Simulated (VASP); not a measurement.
# GeSb2Te4 (I-4m2) in VASP: single point with r2SCAN

Aim: the single point of GeSb2Te4 with r2SCAN.

Everything below comes from runs of VASP 6.6.1. Logs are shortened: lines on timing, memory, paths and dates and some standing lists are left out, and cuts for length are marked.

### Step 1. The cell of the first run

The structure is tetragonal, space group I-4m2 (No. 119). Conventional cell: a = 6.079 Å, b = 6.079 Å, c = 12.061 Å, α = 90.00°, β = 90.00°, γ = 90.00°. Ge (site symmetry -4m2) has 6 Te at 2.97 to 3.04 Å within 3.9 Å. Sb (site symmetry -4m2) has 6 Te at 3.04 to 3.06 Å within 4.0 Å. Within 4.0 Å of Sb (site symmetry -4m2) lie 6 Te at 3.04 to 3.05 Å. Te (site symmetry 2mm) has 2 Ge at 3.04 Å and 3 Sb at 3.04 to 3.05 Å within 4.0 Å. Te (site symmetry 2mm) has 1 Ge at 2.97 Å and 3 Sb at 3.04 to 3.06 Å within 3.9 Å.

### Step 2. Single point, r2SCAN

POSCAR reads:

```
GeSb2Te4
1.0
   -3.0396215788      3.0396215788      6.0304422362
    3.0396215788     -3.0396215788      6.0304422362
    3.0396215788      3.0396215788     -6.0304422362
Ge Sb Te
1 2 4
Direct
    0.0000000000      0.0000000000      0.0000000000
    0.5000000000      0.5000000000      0.0000000000
    0.2500000000      0.7500000000      0.5000000000
    0.5032769160      0.0032769160      0.5000000000
    0.2462497154      0.2462497154      0.0000000000
    0.9967230840      0.4967230840      0.5000000000
    0.7537502846      0.7537502846      0.0000000000
```

INCAR.step1 reads:

```
SYSTEM = GeSb2Te4
PREC = Accurate ; ENCUT = 520
ISMEAR = 0 ; SIGMA = 0.1
LREAL = .FALSE. ; LASPH = .TRUE.
NELM = 100 ; NBANDS = 33
GGA = PE ; ALGO = Normal
EDIFF = 1E-4 ; LWAVE = .TRUE.
LCHARG = .FALSE.
```

INCAR.step2 reads:

```
SYSTEM = GeSb2Te4
PREC = Accurate ; ENCUT = 520
EDIFF = 1E-6 ; ISMEAR = 0
SIGMA = 0.1 ; LREAL = .FALSE.
LASPH = .TRUE. ; NELM = 100
ALGO = Normal ; ISIF = 2
LWAVE = .FALSE. ; LCHARG = .FALSE.
METAGGA = R2SCAN ; LMIXTAU = .TRUE.
NBANDS = 33 ; ISTART = 1
```

KPOINTS reads:

```
Automatic mesh
0
G
  8 8 8
  0 0 0
```

Potentials or basis: VASP PAW PBE potentials, release 64 (Ge_d, Sb, Te).

On the command line:

```sh
$ cat potpaw_PBE.64/Ge_d/POTCAR potpaw_PBE.64/Sb/POTCAR potpaw_PBE.64/Te/POTCAR > POTCAR
$ cp INCAR.step1 INCAR
$ mpirun -np 1 vasp_std > vasp.out
$ cp INCAR.step2 INCAR
$ mpirun -np 1 vasp_std > vasp.out
```

OUTCAR:

```text
SYSTEM = GeSb2Te4
   PREC = Accurate
   ENCUT = 520
   EDIFF = 1E-6
   ISMEAR = 0
   LREAL = .FALSE.
   LASPH = .TRUE.
   NELM = 100
   ISIF = 2
   METAGGA = R2SCAN
   ISTART = 1

 ion  position               nearest neighbor table
   1  0.000  0.000  0.000-   5 2.97   7 2.97   6 3.04   4 3.04   4 3.04   6 3.04
   2  0.500  0.500  0.000-   4 3.04   6 3.04   4 3.04   6 3.04   5 3.06   7 3.06
   3  0.250  0.750  0.500-   7 3.04   5 3.04   7 3.04   5 3.04   4 3.05   6 3.05
   4  0.503  0.003  0.500-   1 3.04   2 3.04   2 3.04   1 3.04   3 3.05
   5  0.246  0.246  0.000-   1 2.97   3 3.04   3 3.04   2 3.06
   6  0.997  0.497  0.500-   2 3.04   1 3.04   1 3.04   2 3.04   3 3.05
   7  0.754  0.754  0.000-   1 2.97   3 3.04   3 3.04   2 3.06

  LATTYP: Found a body centered tetragonal cell.
 ALAT       =     6.0792431576
 C/A-ratio  =     1.9839450668

  Lattice vectors:

 A1 = (  -3.0396215788,   3.0396215788,   6.0304422362)
 A2 = (   3.0396215788,  -3.0396215788,   6.0304422362)
 A3 = (   3.0396215788,   3.0396215788,  -6.0304422362)

Analysis of symmetry for initial positions (statically):
=====================================================================
 Subroutine PRICEL returns:
 Original cell was already a primitive cell.

 Routine SETGRP: Setting up the symmetry group for a
 body centered tetragonal supercell.

 Subroutine GETGRP returns: Found  8 space group operations
 (whereof  8 operations were pure point group operations)
 out of a pool of 16 trial point group operations.

The static configuration has the point symmetry D_2d.

Analysis of symmetry for dynamics (positions and initial velocities):
=====================================================================
 Subroutine PRICEL returns:
 Original cell was already a primitive cell.

 Routine SETGRP: Setting up the symmetry group for a
 body centered tetragonal supercell.

 Subroutine GETGRP returns: Found  8 space group operations
 (whereof  8 operations were pure point group operations)
 out of a pool of 16 trial point group operations.

The dynamic configuration has the point symmetry D_2d.

 Subroutine INISYM returns: Found  8 space group operations
 (whereof  8 operations are pure point group operations),
 and found     1 'primitive' translations

----------------------------------------------------------------------------------------

                                     Primitive cell

  volume of cell :     222.8682

  direct lattice vectors                    reciprocal lattice vectors
    -3.039621579  3.039621579  6.030442236     0.000000000  0.164494161  0.082912659
     3.039621579 -3.039621579  6.030442236     0.164494161  0.000000000  0.082912659
     3.039621579  3.039621579 -6.030442236     0.164494161  0.164494161  0.000000000

  length of vectors
     7.405729691  7.405729691  7.405729691     0.184208680  0.184208680  0.232629873

  position of ions in fractional coordinates (direct lattice)
     0.000000000  0.000000000  0.000000000
     0.500000000  0.500000000  0.000000000
     0.250000000  0.750000000  0.500000000
     0.503276916  0.003276916  0.500000000
     0.246249715  0.246249715  0.000000000
     0.996723084  0.496723084  0.500000000
     0.753750285  0.753750285  0.000000000

  ion indices of the primitive-cell ions
   primitive index   ion index
                 1           1
                 2           2
                 3           3
                 4           4
                 5           5
                 6           6
                 7           7

----------------------------------------------------------------------------------------

 KPOINTS: Automatic mesh

Automatic generation of k-mesh.
 Grid dimensions read from file:
 generate k-points for:    8    8    8

 Generating k-lattice:

  Cartesian coordinates                     Fractional coordinates (reciprocal lattice)
     0.000000000  0.020561770  0.010364082     0.125000000  0.000000000 -0.000000000
     0.020561770  0.000000000  0.010364082     0.000000000  0.125000000 -0.000000000
     0.020561770  0.020561770  0.000000000     0.000000000  0.000000000  0.125000000

  Length of vectors
     0.023026085  0.023026085  0.029078734

  Shift w.r.t. Gamma in fractional coordinates (k-lattice)
     0.000000000  0.000000000  0.000000000

 Subroutine IBZKPT returns following result:
 ===========================================

 Found     59 irreducible k-points:

 Following reciprocal coordinates:
            Coordinates               Weight
  0.000000  0.000000  0.000000      1.000000
  0.125000  0.000000  0.000000      8.000000
  0.250000  0.000000  0.000000      8.000000
  0.375000 -0.000000  0.000000      8.000000
  0.500000  0.000000  0.000000      4.000000
  0.125000  0.125000  0.000000      8.000000
[... 16 lines left out ...]
  0.250000  0.125000  0.125000     16.000000
  0.375000  0.125000  0.125000      8.000000
 [... further k-points ...]
   k-points           NKPTS =     59   k-points in BZ     NKDIM =     59   number of bands    NBANDS=     33
   number of dos      NEDOS =    301   number of ions     NIONS =      7
   total plane-waves  NPLWV = 175616
   dimension x,y,z NGX =    56 NGY =   56 NGZ =   56
   dimension x,y,z NGXF=   112 NGYF=  112 NGZF=  112
   ions per type =               1   2   4
   NGX,Y,Z   is equivalent  to a cutoff of  12.57, 12.57, 12.57 a.u.
   NGXF,Y,Z  is equivalent  to a cutoff of  25.14, 25.14, 25.14 a.u.
 SYSTEM =  GeSb2Te4
   PREC   = accura    normal or accurate (medium, high low for compatibility)
   ISTART =      1    job   : 0-new  1-cont  2-samecut
   ICHARG =      0    charge: 1-file 2-atom 10-const
   ISPIN  =      1    spin polarized calculation?
   LNONCOLLINEAR =      F non collinear calculations
   LSORBIT =      F    spin-orbit coupling
   LASPH  =      T    aspherical Exc in radial PAW
   ENCUT  =  520.0 eV  38.22 Ry    6.18 a.u.  13.77 13.77 13.77*2*pi/ulx,y,z
   NELM   =    100;   NELMIN=  2; NELMDL=  0     # of ELM steps
   EDIFF  = 0.1E-05   stopping-criterion for ELM
   LREAL  =      F    real-space projection
   EDIFFG = 0.1E-04   stopping-criterion for IOM
   NSW    =      0    number of steps for IOM
   IBRION =     -1    ionic relax: 0-MD 1-quasi-New 2-CG
   NFREE  =      0    steps in history (QN), initial steepest desc. (CG)
   ISIF   =      2    stress and relaxation
   ISYM   =      2    0-nonsym 1-usesym 2-fastsym
   POTIM  = 0.5000    time-step for ionic-motion
   TEBEG  =    0.0;   TEEND  =   0.0 temperature during run
   PSTRESS=    0.0 pullay stress
   NELECT =      48.0000    total number of electrons
   NUPDOWN=      -1.0000    fix difference up-down
   EMIN   =  10.00;   EMAX   =-10.00  energy-range for DOS
   EFERMI =   0.00;   METHOD = LEGACY
   ISMEAR =     0;   SIGMA  =   0.10  broadening in eV -4-tet -1-fermi 0-gaus
   EFERMI_NEDOS =   21; number of points for ismear=-14 and -15
   IALGO  =     38    algorithm
   IMIX   =      4    mixing-type and parameters
     AMIX     =   0.40;   BMIX     =  1.00
     AMIX_MAG =   1.60;   BMIX_MAG =  1.00
  volume/ion in A,a.u.               =      31.84       214.86
  Fermi-wavevector in a.u.,A,eV,Ry     =   0.981309  1.854405 13.101970  0.962968
  Thomas-Fermi vector in A             =   2.112306
   LORBIT       =      0    0 simple, 1 ext, 2 COOP (PROOUT), +10 PAW based schemes
   METAGGA = R2SCAN    functional components
   LHFCALC =     F    Hartree Fock is set to
   AEXX    =    0.0000 exact exchange contribution
   IVDW    =     0    specifies the selected vdW correction
   LEPSILON=     F    determine dielectric tensor
   LRPA    =     F    only Hartree local field effects (RPA)
 non-spin polarized calculation
 Gauss-broadening in eV      SIGMA  =   0.10
  energy-cutoff  :      520.00
  volume of cell :      222.87
 maximum number of plane-waves:      6020
   NGX = 27   NGY = 27   NGZ = 27

 number of electron      48.0000002 magnetization

 Free energy of the ion-electron system (eV)
  ---------------------------------------------------
  ext. energy  EPLUGINS =         0.00000000
  ---------------------------------------------------
  free energy    TOTEN  =      -166.86482831 eV

  energy without entropy =     -166.86010824  energy(sigma->0) =     -166.86246828

 E-fermi :   5.4895     XC(G=0):  -9.6837

 val. band max:        5.4643660522   @ k =   0.5000   0.5000   0.1250
 cond. band min:       5.4911367226   @ k =   0.5000   0.5000   0.0000
 fundamental gap:      0.0267706703
 Fermi energy:         5.4895047693

 k-point     1 :       0.0000    0.0000    0.0000
  band No.  band energies     occupation
      1     -20.0980      2.00000
      2     -20.0896      2.00000
      3     -20.0809      2.00000
      4     -20.0739      2.00000
      5     -20.0739      2.00000
      6      -7.9640      2.00000
[... 25 lines left out ...]
     32      11.1889      0.00000
     33      11.2455      0.00000

 k-point     2 :       0.1250    0.0000    0.0000
  band No.  band energies     occupation
      1     -20.0980      2.00000
      2     -20.0896      2.00000
      3     -20.0809      2.00000
      4     -20.0739      2.00000
      5     -20.0739      2.00000
      6      -7.8978      2.00000
[... 25 lines left out ...]
     32      10.9041      0.00000
     33      11.0425      0.00000
[... 754 lines left out ...]
     32       9.2676      0.00000
     33       9.7609      0.00000

 k-point    24 :       0.3750    0.1250    0.1250
  band No.  band energies     occupation
      1     -20.0979      2.00000
      2     -20.0897      2.00000
      3     -20.0808      2.00000
      4     -20.0739      2.00000
      5     -20.0739      2.00000
      6      -6.9362      2.00000
[... 25 lines left out ...]
     32       9.2205      0.00000
     33       9.3270      0.00000

 [... further k-points ...]

------------------------ aborting loop because EDIFF is reached ----------------------------------------

  FORCE on cell =-STRESS in cart. coord.  units (eV):
  Direction    XX          YY          ZZ          XY          YZ          ZX
  --------------------------------------------------------------------------------------
  -------------------------------------------------------------------------------------
  Total       -0.0414304     -0.0414304     -0.0185077      0.0000000      0.0000000      0.0000000
  in kB       -0.2978391     -0.2978391     -0.1330497      0.0000000      0.0000000      0.0000000
  external PRESSURE =      -0.2429093 kB  Pullay stress =       0.0000000 kB

 VOLUME and BASIS-vectors are now :
 -----------------------------------------------------------------------------
  energy-cutoff  :      520.00
  volume of cell :      222.87
      direct lattice vectors                 reciprocal lattice vectors
    -3.039621579  3.039621579  6.030442236     0.000000000  0.164494161  0.082912659
     3.039621579 -3.039621579  6.030442236     0.164494161  0.000000000  0.082912659
     3.039621579  3.039621579 -6.030442236     0.164494161  0.164494161  0.000000000

 POSITION                                       TOTAL-FORCE (eV/Angst)
 -----------------------------------------------------------------------------------
      0.00000      0.00000      0.00000         0.000000     -0.000000     -0.000000
      0.00000      0.00000      6.03044         0.000000     -0.000000     -0.000000
      3.03962      0.00000      3.01522         0.000000     -0.000000     -0.000000
      0.00000      3.03962      0.03952        -0.000000      0.000000      0.000939
      0.00000      0.00000      2.96999         0.000000      0.000000     -0.008004
      0.00000      3.03962      5.99092        -0.000000      0.000000     -0.000939
      0.00000      0.00000      9.09090        -0.000000     -0.000000      0.008004
 -----------------------------------------------------------------------------------
    total drift:                                0.000000     -0.000000      0.000000

  FREE ENERGIE OF THE ION-ELECTRON SYSTEM (eV)
  ---------------------------------------------------
  free  energy   TOTEN  =      -166.8648283146 eV

  energy  without entropy=     -166.8601082441  energy(sigma->0) =     -166.86246828
```

Run time: 19 min. Hardware: 1 thread of Intel Xeon 6975P-C (Granite Rapids), shared host; peak memory 0.73 GiB.

What came out:

```yaml
Free_energy: -166.8648 eV
Pressure: 0.0 GPa
Largest_force: 0.008 eV/Å
Band_gap_on_the_k_mesh: zero (bands 24 and 25 overlap by 0.14 eV)
```

Forces on the atoms (eV/Å):
```
Ge   0.000  0.000  0.000
Sb   0.000  0.000  0.000
Sb   0.000  0.000  0.000
Te   0.000  0.000  0.001
Te   0.000  0.000 -0.008
Te   0.000  0.000 -0.001
Te   0.000  0.000  0.008
```

Levels at points of the mesh, in eV from the Fermi level:
| k point | band 22 | band 23 | band 24 | band 25 | band 26 | band 27 |
| --- | --- | --- | --- | --- | --- | --- |
| (0.00, 0.00, 0.00) | -0.52 | -0.52 | -0.19 | 0.70 | 2.32 | 3.20 |
| (0.50, 0.00, 0.00) | -0.89 | -0.74 | -0.43 | 0.24 | 1.09 | 1.56 |
| (0.50, 0.50, 0.00) | -0.66 | -0.56 | -0.05 | 0.00 | 0.18 | 0.26 |
| (0.50, 0.50, 0.50) | -0.87 | -0.75 | -0.75 | 1.69 | 3.27 | 3.27 |

Caveat: the PAW data sets were made with another functional, which shifts forces and pressure a little; spin-orbit coupling is left out, which moves the levels of the heavy elements.
